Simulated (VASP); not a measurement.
# SiC in VASP: further runs

SiC is run at these levels: PBE, r2SCAN; tasks: single point.

Program: VASP 6.6.1. These are calculated values, not measurements. Logs are shortened: lines on timing, memory, paths and dates and some standing lists are left out, and cuts for length are marked.

## (1) The cell of the first run

The structure is hexagonal, space group P6_3mc (No. 186). The conventional cell has a = 3.089 Å, b = 3.089 Å, c = 5.070 Å, α = 90.00°, β = 90.00°, γ = 120.00°. Within 2.5 Å of Si (site symmetry 3m) lie 4 C at 1.89 to 1.91 Å. C (site symmetry 3m) has 4 Si at 1.89 to 1.91 Å within 2.5 Å.

## (2) Single point, PBE (strain +0.4%)

Contents of INCAR:

```
SYSTEM = SiC
PREC = Accurate ; ENCUT = 520
EDIFF = 1E-6 ; ISMEAR = -1
SIGMA = 0.02 ; LREAL = .False.
LASPH = .True. ; NELM = 80
ALGO = Normal ; ISIF = 2
LWAVE = .False. ; LCHARG = .False.
GGA = PE ; NBANDS = 16
```

Contents of KPOINTS:

```
Automatic mesh
0
Gamma
  12 12 6
  0 0 0
```

Contents of POSCAR:

```
SiC
1.0
    3.0888879782      0.0000000000      0.0000000000
   -1.5444439891      2.6750554585      0.0000000000
    0.0000000000      0.0000000000      5.0703204144
Si C
2 2
Direct
    0.3333333333      0.6666666667      0.4995917744
    0.6666666667      0.3333333333      0.9995917744
    0.3333333333      0.6666666667      0.8754082256
    0.6666666667      0.3333333333      0.3754082256
```

Potentials or basis: VASP PAW PBE potentials, release 64 (Si, C).

Run with:

```bash
$ cat potpaw_PBE.64/Si/POTCAR potpaw_PBE.64/C/POTCAR > POTCAR
$ mpirun -np 1 vasp_std > vasp.out
```

OUTCAR:

```text
SYSTEM = SiC
   PREC = Accurate
   ENCUT = 520
   EDIFF = 1E-6
   ISMEAR = -1
   LREAL = .False.
   LASPH = .True.
   NELM = 80
   ISIF = 2
   GGA = PE

 ion  position               nearest neighbor table
   1  0.333  0.667  0.500-   4 1.89   4 1.89   4 1.89   3 1.91   2 3.10   2 3.10   2 3.10   2 3.10
                             2 3.10   2 3.10
   2  0.667  0.333  1.000-   3 1.89   3 1.89   3 1.89   4 1.91   1 3.10   1 3.10   1 3.10   1 3.10
                             1 3.10   1 3.10
   3  0.333  0.667  0.875-   2 1.89   2 1.89   2 1.89   1 1.91
   4  0.667  0.333  0.375-   1 1.89   1 1.89   1 1.89   2 1.91

  LATTYP: Found a hexagonal cell.
 ALAT       =     3.0888879782
 C/A-ratio  =     1.6414711217

  Lattice vectors:

 A1 = (   3.0888879782,   0.0000000000,   0.0000000000)
 A2 = (  -1.5444439891,   2.6750554585,   0.0000000000)
 A3 = (   0.0000000000,   0.0000000000,   5.0703204144)

Analysis of symmetry for initial positions (statically):
=====================================================================
 Subroutine PRICEL returns:
 Original cell was already a primitive cell.

 Routine SETGRP: Setting up the symmetry group for a
 hexagonal supercell.

 Subroutine GETGRP returns: Found 12 space group operations
 (whereof  6 operations were pure point group operations)
 out of a pool of 24 trial point group operations.

The static configuration has the point symmetry C_3v.
 The point group associated with its full space group is C_6v.

Analysis of symmetry for dynamics (positions and initial velocities):
=====================================================================
 Subroutine PRICEL returns:
 Original cell was already a primitive cell.

 Routine SETGRP: Setting up the symmetry group for a
 hexagonal supercell.

 Subroutine GETGRP returns: Found 12 space group operations
 (whereof  6 operations were pure point group operations)
 out of a pool of 24 trial point group operations.

The dynamic configuration has the point symmetry C_3v.
 The point group associated with its full space group is C_6v.

 Subroutine INISYM returns: Found 12 space group operations
 (whereof  6 operations are pure point group operations),
 and found     1 'primitive' translations

----------------------------------------------------------------------------------------

                                     Primitive cell

  volume of cell :      41.8958

  direct lattice vectors                    reciprocal lattice vectors
     3.088887978  0.000000000  0.000000000     0.323741103  0.186912013  0.000000000
    -1.544443989  2.675055459  0.000000000     0.000000000  0.373824026  0.000000000
     0.000000000  0.000000000  5.070320414     0.000000000  0.000000000  0.197226194

  length of vectors
     3.088887978  3.088887978  5.070320414     0.373824026  0.373824026  0.197226194

  position of ions in fractional coordinates (direct lattice)
     0.333333333  0.666666667  0.499591774
     0.666666667  0.333333333  0.999591774
     0.333333333  0.666666667  0.875408226
     0.666666667  0.333333333  0.375408226

  ion indices of the primitive-cell ions
   primitive index   ion index
                 1           1
                 2           2
                 3           3
                 4           4

----------------------------------------------------------------------------------------

 KPOINTS: Automatic mesh

Automatic generation of k-mesh.
 Grid dimensions read from file:
 generate k-points for:   12   12    6

 Generating k-lattice:

  Cartesian coordinates                     Fractional coordinates (reciprocal lattice)
     0.026978425  0.015576001  0.000000000     0.083333333  0.000000000  0.000000000
     0.000000000  0.031152002  0.000000000     0.000000000  0.083333333  0.000000000
     0.000000000  0.000000000  0.032871032     0.000000000  0.000000000  0.166666667

  Length of vectors
     0.031152002  0.031152002  0.032871032

  Shift w.r.t. Gamma in fractional coordinates (k-lattice)
     0.000000000  0.000000000  0.000000000

 Subroutine IBZKPT returns following result:
 ===========================================

 Found     76 irreducible k-points:

 Following reciprocal coordinates:
            Coordinates               Weight
  0.000000  0.000000  0.000000      1.000000
  0.083333  0.000000  0.000000      6.000000
  0.166667  0.000000  0.000000      6.000000
  0.250000  0.000000  0.000000      6.000000
  0.333333  0.000000  0.000000      6.000000
  0.416667  0.000000  0.000000      6.000000
[... 16 lines left out ...]
  0.250000  0.000000  0.166667     12.000000
  0.333333  0.000000  0.166667     12.000000
 [... further k-points ...]
   k-points           NKPTS =     76   k-points in BZ     NKDIM =     76   number of bands    NBANDS=     16
   number of dos      NEDOS =    301   number of ions     NIONS =      4
   total plane-waves  NPLWV =  23040
   dimension x,y,z NGX =    24 NGY =   24 NGZ =   40
   dimension x,y,z NGXF=    48 NGYF=   48 NGZF=   80
   ions per type =               2   2
   NGX,Y,Z   is equivalent  to a cutoff of  12.92, 12.92, 13.12 a.u.
   NGXF,Y,Z  is equivalent  to a cutoff of  25.83, 25.83, 26.23 a.u.
 SYSTEM =  SiC
   PREC   = accura    normal or accurate (medium, high low for compatibility)
   ISTART =      0    job   : 0-new  1-cont  2-samecut
   ICHARG =      2    charge: 1-file 2-atom 10-const
   ISPIN  =      1    spin polarized calculation?
   LNONCOLLINEAR =      F non collinear calculations
   LSORBIT =      F    spin-orbit coupling
   LASPH  =      T    aspherical Exc in radial PAW
   ENCUT  =  520.0 eV  38.22 Ry    6.18 a.u.   5.74  5.74  9.43*2*pi/ulx,y,z
   NELM   =     80;   NELMIN=  2; NELMDL= -5     # of ELM steps
   EDIFF  = 0.1E-05   stopping-criterion for ELM
   LREAL  =      F    real-space projection
   EDIFFG = 0.1E-04   stopping-criterion for IOM
   NSW    =      0    number of steps for IOM
   IBRION =     -1    ionic relax: 0-MD 1-quasi-New 2-CG
   NFREE  =      0    steps in history (QN), initial steepest desc. (CG)
   ISIF   =      2    stress and relaxation
   ISYM   =      2    0-nonsym 1-usesym 2-fastsym
   POTIM  = 0.5000    time-step for ionic-motion
   TEBEG  =    0.0;   TEEND  =   0.0 temperature during run
   PSTRESS=    0.0 pullay stress
   NELECT =      16.0000    total number of electrons
   NUPDOWN=      -1.0000    fix difference up-down
   EMIN   =  10.00;   EMAX   =-10.00  energy-range for DOS
   EFERMI =   0.00;   METHOD = LEGACY
   ISMEAR =    -1;   SIGMA  =   0.02  broadening in eV -4-tet -1-fermi 0-gaus
   EFERMI_NEDOS =   21; number of points for ismear=-14 and -15
   IALGO  =     38    algorithm
   IMIX   =      4    mixing-type and parameters
     AMIX     =   0.40;   BMIX     =  1.00
     AMIX_MAG =   1.60;   BMIX_MAG =  1.00
  volume/ion in A,a.u.               =      10.47        70.68
  Fermi-wavevector in a.u.,A,eV,Ry     =   1.187749  2.244520 19.194391  1.410748
  Thomas-Fermi vector in A             =   2.323894
   LORBIT       =      0    0 simple, 1 ext, 2 COOP (PROOUT), +10 PAW based schemes
   GGA     = PE    functional components
[... 5 lines left out ...]
 non-spin polarized calculation
  energy-cutoff  :      520.00
  volume of cell :       41.90
 maximum number of plane-waves:      1146
 NGX is ok and might be reduce to    24
   NGX = 11   NGY = 11   NGZ = 19

 number of electron      16.0000000 magnetization

 Free energy of the ion-electron system (eV)
  ---------------------------------------------------
  ext. energy  EPLUGINS =         0.00000000
  ---------------------------------------------------
  free energy    TOTEN  =       -30.11004896 eV

  energy without entropy =      -30.11004896  energy(sigma->0) =      -30.11004896

 E-fermi :   8.4946     XC(G=0): -11.2946

 val. band max:        8.1154646164   @ k =   0.0000   0.0000   0.0000
 cond. band min:      10.4124661152   @ k =   0.3333   0.3333   0.0000
 fundamental gap:      2.2970014989
 Fermi energy:         8.4946439514

 k-point     1 :       0.0000    0.0000    0.0000
  band No.  band energies     occupation
      1      -7.3522      2.00000
      2      -3.8345      2.00000
      3      -0.5097      2.00000
      4       6.8057      2.00000
      5       6.8057      2.00000
      6       8.0034      2.00000
[... 8 lines left out ...]
     15      16.9825      0.00000
     16      19.3501      0.00000

 k-point     2 :       0.0833    0.0000    0.0000
  band No.  band energies     occupation
      1      -7.2329      2.00000
      2      -3.7326      2.00000
      3      -0.4002      2.00000
      4       6.1247      2.00000
      5       6.5974      2.00000
      6       7.6517      2.00000
[... 8 lines left out ...]
     15      17.2843      0.00000
     16      18.4715      0.00000

 k-point     3 :       0.1667    0.0000    0.0000
  band No.  band energies     occupation
      1      -6.8781      2.00000
      2      -3.4358      2.00000
      3      -0.0813      2.00000
      4       4.6477      2.00000
      5       6.1257      2.00000
      6       6.5379      2.00000
[... 8 lines left out ...]
     15      17.6112      0.00000
     16      17.9517      0.00000

 k-point     4 :       0.2500    0.0000    0.0000
  band No.  band energies     occupation
      1      -6.2990      2.00000
      2      -2.9811      2.00000
      3       0.3980      2.00000
      4       3.0442      2.00000
      5       5.1585      2.00000
      6       5.6131      2.00000
[... 8 lines left out ...]
     15      18.0947      0.00000
     16      18.8526      0.00000
[... 324 lines left out ...]
 k-point    22 :       0.1667    0.0000    0.1667
  band No.  band energies     occupation
      1      -6.7452      2.00000
      2      -3.9459      2.00000
      3       0.6230      2.00000
      4       4.7689      2.00000
      5       6.1530      2.00000
      6       6.2155      2.00000
[... 8 lines left out ...]
     15      17.7859      0.00000
     16      18.3142      0.00000

 k-point    23 :       0.2500    0.0000    0.1667
  band No.  band energies     occupation
      1      -6.1683      2.00000
      2      -3.4544      2.00000
      3       0.9844      2.00000
      4       3.2476      2.00000
      5       4.7733      2.00000
      6       5.7097      2.00000
[... 8 lines left out ...]
     15      18.8012      0.00000
     16      18.8232      0.00000

 k-point    24 :       0.3333    0.0000    0.1667
  band No.  band energies     occupation
      1      -5.3972      2.00000
      2      -2.8752      2.00000
      3       0.8248      2.00000
      4       2.5276      2.00000
      5       3.3564      2.00000
      6       5.2897      2.00000
[... 8 lines left out ...]
     15      19.2984      0.00000
     16      20.0852      0.00000

 [... further k-points ...]
[... 5 lines left out ...]
  --------------------------------------------------------------------------------------
  -------------------------------------------------------------------------------------
  Total        0.1508463      0.1508463      0.1241240      0.0000000      0.0000000      0.0000000
  in kB        5.7686575      5.7686575      4.7467447      0.0000000      0.0000000      0.0000000
  external PRESSURE =       5.4280199 kB  Pullay stress =       0.0000000 kB

 VOLUME and BASIS-vectors are now :
 -----------------------------------------------------------------------------
  energy-cutoff  :      520.00
  volume of cell :       41.90
      direct lattice vectors                 reciprocal lattice vectors
     3.088887978  0.000000000  0.000000000     0.323741103  0.186912013  0.000000000
    -1.544443989  2.675055459  0.000000000     0.000000000  0.373824026  0.000000000
     0.000000000  0.000000000  5.070320414     0.000000000  0.000000000  0.197226194

 POSITION                                       TOTAL-FORCE (eV/Angst)
 -----------------------------------------------------------------------------------
     -0.00000      1.78337      2.53309        -0.000000     -0.000000      0.000650
      1.54444      0.89169      5.06825         0.000000      0.000000      0.000650
     -0.00000      1.78337      4.43860         0.000000     -0.000000     -0.000650
      1.54444      0.89169      1.90344         0.000000      0.000000     -0.000650
 -----------------------------------------------------------------------------------
    total drift:                               -0.000000     -0.000000     -0.000148

  FREE ENERGIE OF THE ION-ELECTRON SYSTEM (eV)
  ---------------------------------------------------
  free  energy   TOTEN  =       -30.1100489628 eV

  energy  without entropy=      -30.1100489628  energy(sigma->0) =      -30.11004896
```

It took 33 s on 1 thread of Intel Xeon Platinum 8259CL at 2.50GHz (Skylake/Cascade Lake), shared host; peak memory 0.18 GiB.

What came out:

```yaml
Free_energy: -30.1100 eV
Pressure: 0.5 GPa
Band_gap_on_the_k_mesh: 2.30 eV, indirect (least direct gap 3.95 eV)
```

Caveat: the cell differs from its parent crystal (strain +0.4%).

## (3) Single point, r2SCAN (strain +0.4%)

POSCAR is that of step 2.

Contents of INCAR.step1:

```
PREC = Accurate
ENCUT = 520
ISMEAR = 0
SIGMA = 0.01
LREAL = False
LASPH = True
NELM = 100
NBANDS = 16
GGA = PE
ALGO = Normal
EDIFF = 1E-4
LWAVE = True
LCHARG = False
```

Contents of INCAR.step2:

```
PREC = Accurate
ENCUT = 520
EDIFF = 1E-6
ISMEAR = 0
SIGMA = 0.01
LREAL = False
LASPH = True
NELM = 100
ALGO = Normal
ISIF = 2
LWAVE = False
LCHARG = False
METAGGA = R2SCAN
LMIXTAU = True
NBANDS = 16
ISTART = 1
```

Contents of KPOINTS:

```
regular mesh
0
Gamma
  12 12 6
```

Potentials or basis: VASP PAW PBE potentials, release 64 (Si, C).

Run with:

```bash
$ cat potpaw_PBE.64/Si/POTCAR potpaw_PBE.64/C/POTCAR > POTCAR
$ cp INCAR.step1 INCAR
$ mpirun -np 1 vasp_std > vasp.out
$ cp INCAR.step2 INCAR
$ mpirun -np 1 vasp_std > vasp.out
```

Run time: 1.9 min. Hardware: 1 thread of Intel Xeon Platinum 8259CL at 2.50GHz (Skylake/Cascade Lake), shared host; peak memory 0.18 GiB.

It converged, with:

```yaml
Free_energy: -38.6324 eV
Pressure: -3.1 GPa
Band_gap_on_the_k_mesh: 2.68 eV, indirect (least direct gap 4.45 eV)
```

Stress tensor (GPa, compression positive):
```
-3.13  0.00  0.00
 0.00 -3.13  0.00
 0.00  0.00 -3.02
```

Levels at points of the mesh, in eV from the valence-band top:
| k point | band 4 | band 5 | band 6 | band 7 | band 8 | band 9 | band 10 | band 11 | band 12 | band 13 |
| --- | --- | --- | --- | --- | --- | --- | --- | --- | --- | --- |
| (0.00, 0.00, 0.00) | -1.38 | -1.38 | -0.11 | 0.00 | 0.00 | 5.26 | 6.63 | 7.11 | 7.11 | 8.21 |
| (0.50, 0.00, 0.00) | -6.51 | -5.57 | -3.45 | -3.32 | -1.25 | 3.20 | 4.65 | 7.36 | 7.59 | 10.63 |
| (0.00, 0.00, 0.50) | -4.60 | -0.75 | -0.75 | -0.75 | -0.75 | 6.38 | 6.38 | 7.82 | 7.82 | 7.82 |
| (0.50, 0.00, 0.50) | -8.48 | -2.54 | -2.54 | -2.43 | -2.43 | 3.69 | 3.69 | 5.73 | 5.73 | 11.01 |

Caveat: the cell differs from its parent crystal (strain +0.4%); the PAW data sets were made with another functional, which shifts forces and pressure a little.

[end of part 1 of 2]
